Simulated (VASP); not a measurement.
# ScAl (Pm-3m) in VASP: a series of runs, part 2 of 2

VASP 6.6.1.

**3. Single point, PBEsol (19.14 Å³/atom)**

This run uses another cell than the first one, of 19.14 Å³/atom.

INCAR

```
SYSTEM = ScAl
PREC = Accurate
ENCUT = 520
EDIFF = 1E-6
ISMEAR = -1
SIGMA = 0.15
LREAL = .False.
LASPH = .True.
NELM = 100
ALGO = Normal
ISIF = 2
LWAVE = .False.
LCHARG = .False.
GGA = PS
NBANDS = 14
```

KPOINTS

```
regular mesh
0
Gamma
  12 12 12
  0 0 0
```

POSCAR

```
ScAl
1.0
    3.3700622201      0.0000000000      0.0000000000
    0.0000000000      3.3700622201      0.0000000000
    0.0000000000      0.0000000000      3.3700622201
Sc Al
1 1
Direct
    0.5000000000      0.5000000000      0.5000000000
    0.0000000000      0.0000000000      0.0000000000
```

Potentials or basis: VASP PAW PBE potentials, release 64 (Sc_sv, Al).

The run is started by

```console
cat potpaw_PBE.64/Sc_sv/POTCAR potpaw_PBE.64/Al/POTCAR > POTCAR
mpirun -np 1 vasp_std > vasp.out
```

OUTCAR:

```text
SYSTEM = ScAl
   PREC = Accurate
   ENCUT = 520
   EDIFF = 1E-6
   ISMEAR = -1
   LREAL = .False.
   LASPH = .True.
   NELM = 100
   ISIF = 2
   GGA = PS

 ion  position               nearest neighbor table
   1  0.500  0.500  0.500-   2 2.92   2 2.92   2 2.92   2 2.92   2 2.92   2 2.92   2 2.92   2 2.92

   2  0.000  0.000  0.000-   1 2.92   1 2.92   1 2.92   1 2.92   1 2.92   1 2.92   1 2.92   1 2.92

  LATTYP: Found a simple cubic cell.
 ALAT       =     3.3700622201

  Lattice vectors:

 A1 = (   3.3700622201,   0.0000000000,   0.0000000000)
 A2 = (   0.0000000000,   3.3700622201,   0.0000000000)
 A3 = (   0.0000000000,   0.0000000000,   3.3700622201)

Analysis of symmetry for initial positions (statically):
=====================================================================
 Subroutine PRICEL returns:
 Original cell was already a primitive cell.

 Routine SETGRP: Setting up the symmetry group for a
 simple cubic supercell.

 Subroutine GETGRP returns: Found 48 space group operations
 (whereof 48 operations were pure point group operations)
 out of a pool of 48 trial point group operations.

The static configuration has the point symmetry O_h .

Analysis of symmetry for dynamics (positions and initial velocities):
=====================================================================
 Subroutine PRICEL returns:
 Original cell was already a primitive cell.

 Routine SETGRP: Setting up the symmetry group for a
 simple cubic supercell.

 Subroutine GETGRP returns: Found 48 space group operations
 (whereof 48 operations were pure point group operations)
 out of a pool of 48 trial point group operations.

The dynamic configuration has the point symmetry O_h .

 Subroutine INISYM returns: Found 48 space group operations
 (whereof 48 operations are pure point group operations),
 and found     1 'primitive' translations

----------------------------------------------------------------------------------------

                                     Primitive cell

  volume of cell :      38.2749

  direct lattice vectors                    reciprocal lattice vectors
     3.370062220  0.000000000  0.000000000     0.296730427  0.000000000  0.000000000
     0.000000000  3.370062220  0.000000000     0.000000000  0.296730427  0.000000000
     0.000000000  0.000000000  3.370062220     0.000000000  0.000000000  0.296730427

  length of vectors
     3.370062220  3.370062220  3.370062220     0.296730427  0.296730427  0.296730427

  position of ions in fractional coordinates (direct lattice)
     0.500000000  0.500000000  0.500000000
     0.000000000  0.000000000  0.000000000

  ion indices of the primitive-cell ions
   primitive index   ion index
                 1           1
                 2           2

----------------------------------------------------------------------------------------

 KPOINTS: regular mesh

Automatic generation of k-mesh.
 Grid dimensions read from file:
 generate k-points for:   12   12   12

 Generating k-lattice:
[... 23 lines left out ...]
  0.333333  0.000000  0.000000      6.000000
  0.416667  0.000000  0.000000      6.000000
[... 16 lines left out ...]
  0.333333  0.333333  0.000000     12.000000
  0.416667  0.333333  0.000000     24.000000
 [... further k-points ...]
   k-points           NKPTS =     84   k-points in BZ     NKDIM =     84   number of bands    NBANDS=     14
   number of dos      NEDOS =    301   number of ions     NIONS =      2
   total plane-waves  NPLWV =  21952
   dimension x,y,z NGX =    28 NGY =   28 NGZ =   28
   dimension x,y,z NGXF=    56 NGYF=   56 NGZF=   56
   ions per type =               1   1
   NGX,Y,Z   is equivalent  to a cutoff of  13.81, 13.81, 13.81 a.u.
   NGXF,Y,Z  is equivalent  to a cutoff of  27.62, 27.62, 27.62 a.u.
 SYSTEM =  ScAl
   PREC   = accura    normal or accurate (medium, high low for compatibility)
   ISTART =      0    job   : 0-new  1-cont  2-samecut
   ICHARG =      2    charge: 1-file 2-atom 10-const
   ISPIN  =      1    spin polarized calculation?
   LNONCOLLINEAR =      F non collinear calculations
   LSORBIT =      F    spin-orbit coupling
   LASPH  =      T    aspherical Exc in radial PAW
   ENCUT  =  520.0 eV  38.22 Ry    6.18 a.u.   6.27  6.27  6.27*2*pi/ulx,y,z
   NELM   =    100;   NELMIN=  2; NELMDL= -5     # of ELM steps
   EDIFF  = 0.1E-05   stopping-criterion for ELM
   LREAL  =      F    real-space projection
   EDIFFG = 0.1E-04   stopping-criterion for IOM
   NSW    =      0    number of steps for IOM
   IBRION =     -1    ionic relax: 0-MD 1-quasi-New 2-CG
   NFREE  =      0    steps in history (QN), initial steepest desc. (CG)
   ISIF   =      2    stress and relaxation
   ISYM   =      2    0-nonsym 1-usesym 2-fastsym
   POTIM  = 0.5000    time-step for ionic-motion
   TEBEG  =    0.0;   TEEND  =   0.0 temperature during run
   PSTRESS=    0.0 pullay stress
   NELECT =      14.0000    total number of electrons
   NUPDOWN=      -1.0000    fix difference up-down
   EMIN   =  10.00;   EMAX   =-10.00  energy-range for DOS
   EFERMI =   0.00;   METHOD = LEGACY
   ISMEAR =    -1;   SIGMA  =   0.15  broadening in eV -4-tet -1-fermi 0-gaus
   EFERMI_NEDOS =   21; number of points for ismear=-14 and -15
   IALGO  =     38    algorithm
   IMIX   =      4    mixing-type and parameters
     AMIX     =   0.40;   BMIX     =  1.00
     AMIX_MAG =   1.60;   BMIX_MAG =  1.00
  volume/ion in A,a.u.               =      19.14       129.15
  Fermi-wavevector in a.u.,A,eV,Ry     =   1.170792  2.212475 18.650226  1.370753
  Thomas-Fermi vector in A             =   2.307245
   LORBIT       =      0    0 simple, 1 ext, 2 COOP (PROOUT), +10 PAW based schemes
   GGA     = PS    functional components
   LHFCALC =     F    Hartree Fock is set to
   AEXX    =    0.0000 exact exchange contribution
   IVDW    =     0    specifies the selected vdW correction
   LEPSILON=     F    determine dielectric tensor
   LRPA    =     F    only Hartree local field effects (RPA)
 non-spin polarized calculation
  energy-cutoff  :      520.00
  volume of cell :       38.27
 maximum number of plane-waves:      1064
 NGX is ok and might be reduce to    28
   NGX = 13   NGY = 13   NGZ = 13

 number of electron      14.0000002 magnetization

 Free energy of the ion-electron system (eV)
  ---------------------------------------------------
  ext. energy  EPLUGINS =         0.00000000
  ---------------------------------------------------
  free energy    TOTEN  =       -11.65373559 eV

  energy without entropy =      -11.57541896  energy(sigma->0) =      -11.61457727

 E-fermi :   5.9511     XC(G=0): -10.4079

 val. band max:        5.9284516491   @ k =   0.5000   0.4167   0.1667
 cond. band min:       5.9581483063   @ k =   0.3333   0.0000   0.0000
 fundamental gap:      0.0296966573
 Fermi energy:         5.9510670354

 k-point     1 :       0.0000    0.0000    0.0000
  band No.  band energies     occupation
      1     -43.2416      2.00000
      2     -21.9179      2.00000
      3     -21.9179      2.00000
      4     -21.9179      2.00000
      5      -2.4888      2.00000
      6       5.3024      1.97387
      7       5.3024      1.97387
      8       8.6905      0.00000
      9       8.6905      0.00000
     10       8.6905      0.00000
     11       9.7086      0.00000
     12       9.7086      0.00000
     13       9.7086      0.00000
     14      14.5966      0.00000
[... 377 lines left out ...]
      1     -43.2166      2.00000
      2     -22.0684      2.00000
      3     -22.0322      2.00000
      4     -21.8906      2.00000
      5       0.6920      2.00000
      6       3.2610      2.00000
      7       4.5775      1.99979
      8       6.2411      0.25272
      9       7.3353      0.00020
     10       7.7633      0.00001
     11       9.6205      0.00000
     12      10.8707      0.00000
     13      11.8295      0.00000
     14      13.3735      0.00000

 [... further k-points ...]

------------------------ aborting loop because EDIFF is reached ----------------------------------------

  FORCE on cell =-STRESS in cart. coord.  units (eV):
  Direction    XX          YY          ZZ          XY          YZ          ZX
  --------------------------------------------------------------------------------------
  -------------------------------------------------------------------------------------
  Total       -0.3346371     -0.3346371     -0.3346371      0.0000000      0.0000000      0.0000000
  in kB      -14.0078299    -14.0078299    -14.0078299      0.0000000      0.0000000      0.0000000
  external PRESSURE =     -14.0078299 kB  Pullay stress =       0.0000000 kB

 VOLUME and BASIS-vectors are now :
 -----------------------------------------------------------------------------
  energy-cutoff  :      520.00
  volume of cell :       38.27
      direct lattice vectors                 reciprocal lattice vectors
     3.370062220  0.000000000  0.000000000     0.296730427  0.000000000  0.000000000
     0.000000000  3.370062220  0.000000000     0.000000000  0.296730427  0.000000000
     0.000000000  0.000000000  3.370062220     0.000000000  0.000000000  0.296730427

 POSITION                                       TOTAL-FORCE (eV/Angst)
 -----------------------------------------------------------------------------------
      1.68503      1.68503      1.68503         0.000000      0.000000      0.000000
      0.00000      0.00000      0.00000         0.000000      0.000000      0.000000
 -----------------------------------------------------------------------------------
    total drift:                                0.000000      0.000000      0.000000

  FREE ENERGIE OF THE ION-ELECTRON SYSTEM (eV)
  ---------------------------------------------------
  free  energy   TOTEN  =       -11.6537355858 eV

  energy  without entropy=      -11.5754189593  energy(sigma->0) =      -11.61457727
```

OSZICAR:

```text
N       E                     dE             d eps       ncg     rms          rms(c)
DAV:   1     0.118148141355E+03    0.11815E+03   -0.66312E+03  2416   0.935E+02
DAV:   2    -0.976098788462E+01   -0.12791E+03   -0.12479E+03  2364   0.311E+02
DAV:   3    -0.127759141161E+02   -0.30149E+01   -0.29457E+01  3476   0.592E+01
DAV:   4    -0.128436137929E+02   -0.67700E-01   -0.67599E-01  2790   0.745E+00
DAV:   5    -0.128470737357E+02   -0.34599E-02   -0.34598E-02  3556   0.159E+00    0.755E+00
DAV:   6    -0.117118299551E+02    0.11352E+01   -0.19358E+00  3624   0.201E+01    0.211E+00
DAV:   7    -0.116686057448E+02    0.43224E-01   -0.97684E-02  3852   0.297E+00    0.936E-01
DAV:   8    -0.116544362497E+02    0.14169E-01   -0.16340E-02  3256   0.134E+00    0.240E-01
DAV:   9    -0.116537984446E+02    0.63781E-03   -0.21611E-03  3626   0.764E-01    0.111E-01
DAV:  10    -0.116537588117E+02    0.39633E-04   -0.41962E-04  3580   0.305E-01    0.391E-02
DAV:  11    -0.116537355148E+02    0.23297E-04   -0.63780E-05  3566   0.128E-01    0.364E-03
DAV:  12    -0.116537355858E+02   -0.70940E-07   -0.21735E-06  2750   0.165E-02
   1 F= -.11653736E+02 E0= -.11614577E+02  d E =-.783166E-01
```

It took 40 s on 1 thread of AMD EPYC 9R45 (Zen 5), shared host; peak memory 0.15 GiB.

Results:

- Free energy: -11.6537 eV
- Pressure: -1.4 GPa
- Band gap on the k mesh: zero (bands 7 and 8 overlap by 1.18 eV)

Caveat: the PAW data sets were made with another functional, which shifts forces and pressure a little.
